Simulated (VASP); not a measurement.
# TeOs3 (Pm-3m) in VASP: notebook

The runs below take TeOs3 through single point, relaxation of cell and atoms, with PBE.

All numbers are computed with VASP 6.6.1; they aren't measurements. Logs are shortened: lines on timing, memory, paths and dates and some standing lists are left out, and cuts for length are marked.

## (1) The cell of the first run

It takes space group Pm-3m (No. 221, cubic). Conventional cell: a = 3.991 Å, b = 3.991 Å, c = 3.991 Å, α = 90.00°, β = 90.00°, γ = 90.00°. Within 3.7 Å of Te (site symmetry m-3m) lie 12 Os at 2.82 Å. Within 3.7 Å of Os (site symmetry 4/mmm) lie 4 Te at 2.82 Å and 8 Os at 2.82 Å.

## (2) Single point, PBE

Contents of INCAR:

```
SYSTEM = TeOs3
  ALGO = Normal
  EDIFF = 1E-6
  ENCUT = 520
  GGA = PE
  ISIF = 2
  ISMEAR = 0
  LASPH = .TRUE.
  LCHARG = .FALSE.
  LREAL = .FALSE.
  LWAVE = .FALSE.
  NBANDS = 23
  NELM = 60
  PREC = Accurate
  SIGMA = 0.1
```

Contents of KPOINTS:

```
k-points
0
G
  4 4 4
  0 0 0
```

Contents of POSCAR:

```
TeOs3
1.0
    3.9914268299      0.0000000000      0.0000000000
    0.0000000000      3.9914268299      0.0000000000
    0.0000000000      0.0000000000      3.9914268299
Te Os
1 3
Direct
    0.0000000000      0.0000000000      0.0000000000
    0.0000000000      0.5000000000      0.5000000000
    0.5000000000      0.0000000000      0.5000000000
    0.5000000000      0.5000000000      0.0000000000
```

Potentials or basis: VASP PAW PBE potentials, release 64 (Te, Os).

Launch:

```
$ cat potpaw_PBE.64/Te/POTCAR potpaw_PBE.64/Os/POTCAR > POTCAR
$ mpirun -np 1 vasp_std > vasp.out
```

OUTCAR:

```text
SYSTEM = TeOs3
   EDIFF = 1E-6
   ENCUT = 520
   GGA = PE
   ISIF = 2
   ISMEAR = 0
   LASPH = .TRUE.
   LREAL = .FALSE.
   NELM = 60
   PREC = Accurate

 ion  position               nearest neighbor table
   1  0.000  0.000  0.000-   2 2.82   3 2.82   4 2.82   2 2.82   3 2.82   2 2.82   4 2.82   2 2.82
                             3 2.82   4 2.82   3 2.82   4 2.82
   2  0.000  0.500  0.500-   1 2.82   3 2.82   4 2.82   1 2.82   4 2.82   1 2.82   3 2.82   1 2.82
                             3 2.82   4 2.82   4 2.82   3 2.82
   3  0.500  0.000  0.500-   1 2.82   2 2.82   4 2.82   1 2.82   4 2.82   2 2.82   4 2.82   4 2.82
                             1 2.82   2 2.82   1 2.82   2 2.82
   4  0.500  0.500  0.000-   1 2.82   2 2.82   3 2.82   2 2.82   3 2.82   1 2.82   3 2.82   3 2.82
                             1 2.82   2 2.82   2 2.82   1 2.82

  LATTYP: Found a simple cubic cell.
 ALAT       =     3.9914268299

  Lattice vectors:

 A1 = (   3.9914268299,   0.0000000000,   0.0000000000)
 A2 = (   0.0000000000,   3.9914268299,   0.0000000000)
 A3 = (   0.0000000000,   0.0000000000,   3.9914268299)

Analysis of symmetry for initial positions (statically):
=====================================================================
 Subroutine PRICEL returns:
 Original cell was already a primitive cell.

 Routine SETGRP: Setting up the symmetry group for a
 simple cubic supercell.

 Subroutine GETGRP returns: Found 48 space group operations
 (whereof 48 operations were pure point group operations)
 out of a pool of 48 trial point group operations.

The static configuration has the point symmetry O_h .

Analysis of symmetry for dynamics (positions and initial velocities):
=====================================================================
 Subroutine PRICEL returns:
 Original cell was already a primitive cell.

 Routine SETGRP: Setting up the symmetry group for a
 simple cubic supercell.

 Subroutine GETGRP returns: Found 48 space group operations
 (whereof 48 operations were pure point group operations)
 out of a pool of 48 trial point group operations.

The dynamic configuration has the point symmetry O_h .

 Subroutine INISYM returns: Found 48 space group operations
 (whereof 48 operations are pure point group operations),
 and found     1 'primitive' translations

----------------------------------------------------------------------------------------

                                     Primitive cell

  volume of cell :      63.5894

  direct lattice vectors                    reciprocal lattice vectors
     3.991426830  0.000000000  0.000000000     0.250536974  0.000000000  0.000000000
     0.000000000  3.991426830  0.000000000     0.000000000  0.250536974  0.000000000
     0.000000000  0.000000000  3.991426830     0.000000000  0.000000000  0.250536974

  length of vectors
     3.991426830  3.991426830  3.991426830     0.250536974  0.250536974  0.250536974

  position of ions in fractional coordinates (direct lattice)
     0.000000000  0.000000000  0.000000000
     0.000000000  0.500000000  0.500000000
     0.500000000  0.000000000  0.500000000
     0.500000000  0.500000000  0.000000000

  ion indices of the primitive-cell ions
   primitive index   ion index
                 1           1
                 2           2
                 3           3
                 4           4

----------------------------------------------------------------------------------------

 KPOINTS: k-points

Automatic generation of k-mesh.
 Grid dimensions read from file:
 generate k-points for:    4    4    4

 Generating k-lattice:

  Cartesian coordinates                     Fractional coordinates (reciprocal lattice)
     0.062634244  0.000000000  0.000000000     0.250000000  0.000000000  0.000000000
     0.000000000  0.062634244  0.000000000     0.000000000  0.250000000  0.000000000
     0.000000000  0.000000000  0.062634244     0.000000000  0.000000000  0.250000000

  Length of vectors
     0.062634244  0.062634244  0.062634244

  Shift w.r.t. Gamma in fractional coordinates (k-lattice)
     0.000000000  0.000000000  0.000000000

 Subroutine IBZKPT returns following result:
 ===========================================

 Found     10 irreducible k-points:

 Following reciprocal coordinates:
            Coordinates               Weight
  0.000000  0.000000  0.000000      1.000000
  0.250000  0.000000  0.000000      6.000000
  0.500000  0.000000  0.000000      3.000000
  0.250000  0.250000  0.000000     12.000000
  0.500000  0.250000  0.000000     12.000000
  0.500000  0.500000  0.000000      3.000000
  0.250000  0.250000  0.250000      8.000000
  0.500000  0.250000  0.250000     12.000000
  0.500000  0.500000  0.250000      6.000000
  0.500000  0.500000  0.500000      1.000000
   k-points           NKPTS =     10   k-points in BZ     NKDIM =     10   number of bands    NBANDS=     23
   number of dos      NEDOS =    301   number of ions     NIONS =      4
   total plane-waves  NPLWV =  27000
   dimension x,y,z NGX =    30 NGY =   30 NGZ =   30
   dimension x,y,z NGXF=    60 NGYF=   60 NGZF=   60
   ions per type =               1   3
   NGX,Y,Z   is equivalent  to a cutoff of  12.50, 12.50, 12.50 a.u.
   NGXF,Y,Z  is equivalent  to a cutoff of  24.99, 24.99, 24.99 a.u.
 SYSTEM =  TeOs3
   PREC   = accura    normal or accurate (medium, high low for compatibility)
   ISTART =      0    job   : 0-new  1-cont  2-samecut
   ICHARG =      2    charge: 1-file 2-atom 10-const
   ISPIN  =      1    spin polarized calculation?
   LNONCOLLINEAR =      F non collinear calculations
   LSORBIT =      F    spin-orbit coupling
   LASPH  =      T    aspherical Exc in radial PAW
   ENCUT  =  520.0 eV  38.22 Ry    6.18 a.u.   7.42  7.42  7.42*2*pi/ulx,y,z
   NELM   =     60;   NELMIN=  2; NELMDL= -5     # of ELM steps
   EDIFF  = 0.1E-05   stopping-criterion for ELM
   LREAL  =      F    real-space projection
   EDIFFG = 0.1E-04   stopping-criterion for IOM
   NSW    =      0    number of steps for IOM
   IBRION =     -1    ionic relax: 0-MD 1-quasi-New 2-CG
   NFREE  =      0    steps in history (QN), initial steepest desc. (CG)
   ISIF   =      2    stress and relaxation
   ISYM   =      2    0-nonsym 1-usesym 2-fastsym
   POTIM  = 0.5000    time-step for ionic-motion
   TEBEG  =    0.0;   TEEND  =   0.0 temperature during run
   PSTRESS=    0.0 pullay stress
   NELECT =      30.0000    total number of electrons
   NUPDOWN=      -1.0000    fix difference up-down
   EMIN   =  10.00;   EMAX   =-10.00  energy-range for DOS
   EFERMI =   0.00;   METHOD = LEGACY
   ISMEAR =     0;   SIGMA  =   0.10  broadening in eV -4-tet -1-fermi 0-gaus
   EFERMI_NEDOS =   21; number of points for ismear=-14 and -15
   IALGO  =     38    algorithm
   IMIX   =      4    mixing-type and parameters
     AMIX     =   0.40;   BMIX     =  1.00
     AMIX_MAG =   1.60;   BMIX_MAG =  1.00
  volume/ion in A,a.u.               =      15.90       107.28
  Fermi-wavevector in a.u.,A,eV,Ry     =   1.274443  2.408348 22.098649  1.624205
  Thomas-Fermi vector in A             =   2.407211
   LORBIT       =      0    0 simple, 1 ext, 2 COOP (PROOUT), +10 PAW based schemes
   GGA     = PE    functional components
   LHFCALC =     F    Hartree Fock is set to
   AEXX    =    0.0000 exact exchange contribution
   IVDW    =     0    specifies the selected vdW correction
   LEPSILON=     F    determine dielectric tensor
   LRPA    =     F    only Hartree local field effects (RPA)
 non-spin polarized calculation
 Gauss-broadening in eV      SIGMA  =   0.10
  energy-cutoff  :      520.00
  volume of cell :       63.59
 maximum number of plane-waves:      1747
 NGX is ok and might be reduce to    30
   NGX = 15   NGY = 15   NGZ = 15

 number of electron      30.0000002 magnetization

 Free energy of the ion-electron system (eV)
  ---------------------------------------------------
  ext. energy  EPLUGINS =         0.00000000
  ---------------------------------------------------
  free energy    TOTEN  =       -33.01044559 eV

  energy without entropy =      -32.98222988  energy(sigma->0) =      -32.99633773

 E-fermi :  10.1074     XC(G=0): -13.1759

 val. band max:       10.0734135232   @ k =   0.5000   0.2500   0.2500
 cond. band min:      10.2020168078   @ k =   0.5000   0.5000   0.0000
 fundamental gap:      0.1286032846
 Fermi energy:        10.1073615091

 k-point     1 :       0.0000    0.0000    0.0000
  band No.  band energies     occupation
      1      -4.6813      2.00000
      2       3.1050      2.00000
      3       4.7145      2.00000
      4       4.7145      2.00000
      5       5.2205      2.00000
      6       5.2205      2.00000
[... 15 lines left out ...]
     22      16.9545      0.00000
     23      16.9545      0.00000

 k-point     2 :       0.2500    0.0000    0.0000
  band No.  band energies     occupation
      1      -4.1705      2.00000
      2       2.5221      2.00000
      3       4.0161      2.00000
      4       4.6747      2.00000
      5       4.6747      2.00000
      6       5.4438      2.00000
[... 15 lines left out ...]
     22      17.3367      0.00000
     23      17.3367      0.00000

 k-point     3 :       0.5000    0.0000    0.0000
  band No.  band energies     occupation
      1      -3.4530      2.00000
      2       0.9516      2.00000
      3       4.2521      2.00000
      4       4.2521      2.00000
      5       4.8720      2.00000
      6       5.8120      2.00000
[... 15 lines left out ...]
     22      15.7768      0.00000
     23      17.2039      0.00000
[... 131 lines left out ...]
 k-point     9 :       0.5000    0.5000    0.2500
  band No.  band energies     occupation
      1      -3.0833      2.00000
      2       2.9460      2.00000
      3       2.9460      2.00000
      4       4.1473      2.00000
      5       4.7607      2.00000
      6       5.8266      2.00000
[... 15 lines left out ...]
     22      15.9944      0.00000
     23      17.9514      0.00000

 k-point    10 :       0.5000    0.5000    0.5000
  band No.  band energies     occupation
      1      -3.2380      2.00000
      2       4.2158      2.00000
      3       4.2158      2.00000
      4       4.2158      2.00000
      5       4.6896      2.00000
      6       4.6896      2.00000
[... 15 lines left out ...]
     22      15.9933      0.00000
     23      15.9933      0.00000

------------------------ aborting loop because EDIFF is reached ----------------------------------------

  FORCE on cell =-STRESS in cart. coord.  units (eV):
  Direction    XX          YY          ZZ          XY          YZ          ZX
  --------------------------------------------------------------------------------------
  -------------------------------------------------------------------------------------
  Total        0.0106646      0.0106646      0.0106646      0.0000000     -0.0000000      0.0000000
  in kB        0.2687030      0.2687030      0.2687030      0.0000000     -0.0000000      0.0000000
  external PRESSURE =       0.2687030 kB  Pullay stress =       0.0000000 kB

 VOLUME and BASIS-vectors are now :
 -----------------------------------------------------------------------------
  energy-cutoff  :      520.00
  volume of cell :       63.59
      direct lattice vectors                 reciprocal lattice vectors
     3.991426830  0.000000000  0.000000000     0.250536974  0.000000000  0.000000000
     0.000000000  3.991426830  0.000000000     0.000000000  0.250536974  0.000000000
     0.000000000  0.000000000  3.991426830     0.000000000  0.000000000  0.250536974

 POSITION                                       TOTAL-FORCE (eV/Angst)
 -----------------------------------------------------------------------------------
      0.00000      0.00000      0.00000         0.000000      0.000000      0.000000
      0.00000      1.99571      1.99571         0.000000      0.000000      0.000000
      1.99571      0.00000      1.99571         0.000000      0.000000      0.000000
      1.99571      1.99571      0.00000         0.000000      0.000000      0.000000
 -----------------------------------------------------------------------------------
    total drift:                                0.000000      0.000000     -0.000000

  FREE ENERGIE OF THE ION-ELECTRON SYSTEM (eV)
  ---------------------------------------------------
  free  energy   TOTEN  =       -33.0104455866 eV

  energy  without entropy=      -32.9822298810  energy(sigma->0) =      -32.99633773
```

It took 29 s on 1 thread of Intel Xeon 8259CL, shared host; peak memory 0.17 GiB.

What came out:

```
Free energy            : -33.0104 eV
Pressure               : 0.0 GPa
Band gap on the k mesh : zero (bands 15 and 16 overlap by 1.15 eV)
```

Levels at points of the mesh, in eV from the Fermi level:
```tsv
k point	band 14	band 15	band 16	band 17	band 18	band 19
(0.00, 0.00, 0.00)	0.32	0.93	0.93	2.20	2.86	2.86
(0.50, 0.00, 0.00)	-0.93	-0.72	-0.07	1.14	2.87	2.94
(0.50, 0.50, 0.00)	-1.11	-0.57	-0.11	0.09	2.86	2.86
(0.50, 0.50, 0.50)	-0.30	-0.30	-0.21	0.11	2.27	2.27
```

Caveat: the k points lie up to 0.39 Å⁻¹ apart, too coarse for converged energies and pressures of a metal; spin-orbit coupling is left out, which moves the levels of the heavy elements.

## (3) Relaxation of cell and atoms, PBE

This run uses another cell than the first one, of 17.80 Å³/atom.

Contents of INCAR:

```
PREC = Accurate
ENCUT = 600
EDIFF = 1E-6
ISMEAR = 0
SIGMA = 0.1
LREAL = False
LASPH = True
NELM = 60
ALGO = Normal
ISIF = 3
LWAVE = False
LCHARG = False
GGA = PE
IBRION = 2
NSW = 90
EDIFFG = -0.04
```

Contents of KPOINTS:

```
regular mesh
0
Gamma
  4 4 4
```

Contents of POSCAR:

```
TeOs3
1.0
    4.1443780901      0.0000000000      0.0000000000
    0.0000000000      4.1443780901      0.0000000000
    0.0000000000      0.0000000000      4.1443780901
Te Os
1 3
Direct
    0.0000000000      0.0000000000      0.0000000000
    0.0000000000      0.5000000000      0.5000000000
    0.5000000000      0.0000000000      0.5000000000
    0.5000000000      0.5000000000      0.0000000000
```

Potentials or basis: VASP PAW PBE potentials, release 64 (Te, Os).

Launch:

```
$ cat potpaw_PBE.64/Te/POTCAR potpaw_PBE.64/Os/POTCAR > POTCAR
$ mpirun -np 1 vasp_std > vasp.out
```

Run time: 2.5 min. Hardware: 1 thread of Intel Xeon 8259CL, shared host; peak memory 0.22 GiB.

It converged, with:

| Property | Result |
| --- | --- |
| Free energy | -33.0126 eV |
| Relaxed volume | 15.90 Å³/atom |
| Relaxed cell | a = 3.992 Å, b = 3.992 Å, c = 3.992 Å, α = 90.00°, β = 90.00°, γ = 90.00° |
| Space group after relaxing (to 0.1 Å) | Pm-3m (No. 221) |
| Pressure after relaxing | 0.0 GPa |
| Band gap on the k mesh | zero (bands 15 and 16 overlap by 1.15 eV) |

Final structure:
```yaml
crystal:
  lattice:
    - [3.99199, 0.00000, 0.00000]
    - [0.00000, 3.99199, 0.00000]
    - [0.00000, 0.00000, 3.99199]
  atoms:
    - { symbol: Te, position: [0.00000, 0.00000, 0.00000] }
    - { symbol: Os, position: [0.00000, 0.50000, 0.50000] }
    - { symbol: Os, position: [0.50000, 0.00000, 0.50000] }
    - { symbol: Os, position: [0.50000, 0.50000, 0.00000] }
```

Levels at points of the mesh, in eV from the Fermi level:
```csv
k point,band 13,band 14,band 15,band 16,band 17,band 18,band 19
"(0.00, 0.00, 0.00)",-1.05,0.32,0.93,0.93,2.20,2.86,2.86
"(0.50, 0.00, 0.00)",-0.93,-0.93,-0.72,-0.08,1.14,2.87,2.93
"(0.50, 0.50, 0.00)",-1.16,-1.11,-0.57,-0.11,0.09,2.86,2.86
"(0.50, 0.50, 0.50)",-1.20,-0.30,-0.30,-0.21,0.11,2.27,2.27
```

Caveat: the k points lie up to 0.39 Å⁻¹ apart in the final cell, too coarse for converged energies and pressures of a metal; spin-orbit coupling is left out, which moves the levels of the heavy elements.
